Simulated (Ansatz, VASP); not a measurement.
# One calculation of Mn2Te3S, two programs

```
CELL_PARAMETERS angstrom
4.06496 0.00000 0.00000
0.00000 4.06496 0.00000
0.00000 0.00000 9.86054
ATOMIC_POSITIONS crystal
Mn 0.50000 0.50000 0.64842
Mn 0.00000 0.00000 0.40492
Te 0.50000 0.00000 0.97268
Te 0.00000 0.50000 0.97268
Te 0.50000 0.50000 0.36151
S 0.00000 0.00000 0.63979
```

Change from the starting cell: species swapped into the Zr2As3S type (P4mm, No. 99).

Alike in both runs: functional PBE; k mesh 3 × 3 × 2; occupations gaussian, width 0.15 eV; collinear spin.

Ansatz relaxed the structure, and its values are those at the end. VASP's run is a single point on that final structure, the one shown.

|  | VASP | Ansatz |
| --- | --- | --- |
| version | VASP 6.6.1 | Ansatz 0.2.0 |
| potentials or method | VASP PAW PBE potentials, release 64 (Mn_pv, Te, S), cutoff 520 eV | scalar-relativistic, plane waves, PAW |
| valence electrons in the cell | 50 | 84 |

Ansatz gave:

```
gap on the k mesh at the Fermi level (eV)                     : none
pressure (GPa)                                                : 0.3
rms of the force components (eV/Å)                            : 0.023
net moment per atom (μB)                                      : 1.58
size of the moment on the site where the two differ most (μB) : 3.85
```

What did VASP give for the same quantities?

gap on the k mesh at the Fermi level (eV): none; pressure (GPa): 0.3; rms of the force components (eV/Å): 0.022; net moment per atom (μB): 1.58; size of the moment on the site where the two differ most (μB): 4.08.

Site moments also hang on the region over which each program counts them. A gap of «none» marks a metal or a gap that the smearing closes. VASP's potentials hold 50 valence electrons a cell and Ansatz's 84, so a difference there can come from the potentials and not from the codes.

The k mesh is coarse, so the values compare programs but aren't converged. Neither program's run includes spin-orbit coupling.
